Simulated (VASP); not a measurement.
ZnS: single point with PBEsol

**Experimental background.**

“Electronic, vibrational, and thermodynamic properties of ZnS (zincblende and rocksalt structure)”, 2009, arxiv:0911.5022 quotes, for a bulk crystal of ZnS at 19 K: band gap 3.85 eV (direct).

The system is ZnS.

```
CELL_PARAMETERS angstrom
0.00000 2.67774 2.67774
2.67774 0.00000 2.67774
2.67774 2.67774 0.00000
ATOMIC_POSITIONS crystal
Zn 0.25000 0.25000 0.25000
S 0.00000 0.00000 0.00000
```

```
Program             : VASP 6.6.1
Task                : single point
Functional          : PBEsol
Potentials or basis : VASP PAW PBE potentials, release 64 (Zn, S)
Cutoff              : 520 eV
k mesh              : 8 × 8 × 8
Occupations         : methfessel-paxton, width 0.02 eV
Spin                : no spin polarisation
```

```json
{
  "Pressure": "0.2 GPa",
  "Band gap on the k mesh": "2.10 eV, direct"
}
```

Levels at points of the mesh, in eV from the valence-band top:
| k point | band 6 | band 7 | band 8 | band 9 | band 10 | band 11 | band 12 | band 13 |
| --- | --- | --- | --- | --- | --- | --- | --- | --- |
| (0.00, 0.00, 0.00) | -5.95 | 0.00 | 0.00 | 0.00 | 2.10 | 6.29 | 6.29 | 6.29 |
| (0.50, 0.00, 0.00) | -5.75 | -5.54 | -0.92 | -0.92 | 3.25 | 6.82 | 6.82 | 8.80 |
| (0.50, 0.50, 0.00) | -5.73 | -4.72 | -2.35 | -2.35 | 3.18 | 3.96 | 11.03 | 12.06 |

Run time: 12 s on 1 thread of Intel(R) Xeon(R) Platinum 8488C (Sapphire Rapids), on a shared host, peak memory 0.16 GiB.

Against the measured gap of ZnS, 3.85 eV (direct; 19 K; quoted in “Electronic, vibrational, and thermodynamic properties of ZnS (zincblende and rocksalt structure)”, 2009, arxiv:0911.5022), the calculated 2.10 eV is off by -1.75 eV. The value is that of PBEsol, without temperature or zero-point motion. Semilocal functionals fall short of measured gaps as a rule.

Caveat: the PAW data sets were made with another functional, which shifts forces and pressure a little.
